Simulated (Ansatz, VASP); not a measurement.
Given: the input of a run of Ansatz 0.2.0 on Fe.

File input.yaml:

```yaml
crystal:
  lattice:
    - [2.4341575853, 0.0, 0.0]
    - [-1.2170787927, 2.1080423057, 0.0]
    - [0.0, 0.0, 3.84193447]
  atoms:
    - { symbol: Fe, position: [0.6666666667, 0.3333333333, 0.75], spin: 3.75 }
    - { symbol: Fe, position: [0.3333333333, 0.6666666667, 0.25], spin: 3.75 }
hamiltonian:
  xc: pbesol
  pseudopotentials: { kind: paw }
magnetization:
  spin_polarized: true
  initial_magnetization: 7.5
  spin_locking: { lock_magnetization: hard }
kpoints:
  mp_grid: { grid: [10, 10, 6] }
scf:
  occupations: { method: fermi_dirac, width: 0.05 }
  lower_state_search: "off"
output:
  forces: true
  stress: true
  eigenvalues: true
```

Potentials or basis: Ansatz PAW.

The run is started by

```sh
$ ansatz run input.yaml --threads 2 --pin off --max-ram 5632MiB --backend cpu --events-out ev --progress --plain --runs-dir out
```

Question: Set up the same calculation for VASP 6.6.1. Potentials there: VASP PAW PBE potentials, release 64 (Fe_sv).

Answer: As run (the cutoff follows the program's own potentials):

Contents of INCAR:

```
SYSTEM = Fe
PREC = Accurate
ENCUT = 600
EDIFF = 1E-6
ISMEAR = -1
SIGMA = 0.05
LREAL = .False.
LASPH = .True.
NELM = 200
ALGO = Normal
ISIF = 2
LWAVE = .False.
LCHARG = .False.
ISPIN = 2
MAGMOM = 3.75 3.75
LORBIT = 11
NUPDOWN = 7.5
LMAXMIX = 4
GGA = PS
NBANDS = 27
GGA_COMPAT = .False.
```

The input KPOINTS:

```
Automatic mesh
0
Gamma
  10 10 6
  0 0 0
```

Contents of POSCAR:

```
Fe
1.0
    2.4341575853      0.0000000000      0.0000000000
   -1.2170787927      2.1080423057      0.0000000000
    0.0000000000      0.0000000000      3.8419344700
Fe
2
Direct
    0.6666666667      0.3333333333      0.7500000000
    0.3333333333      0.6666666667      0.2500000000
```

Potentials or basis: VASP PAW PBE potentials, release 64 (Fe_sv).

Launch:

```console
$ cat potpaw_PBE.64/Fe_sv/POTCAR > POTCAR
$ mpirun -np 1 vasp_std > vasp.out
```

Both were run:

|  | VASP | Ansatz | Ansatz less VASP |
| --- | --- | --- | --- |
| net moment per atom (μB) | 3.75 | 3.75 | 0.000 |
| size of the moment on the site where the two differ most (μB) | 3.31 | 3.45 | +0.147 |

VASP's potentials were made for PBE, not for PBEsol. Site moments also hang on the region over which each program counts them. The functional is the same, so the differences come from potentials, cutoffs and numerics.
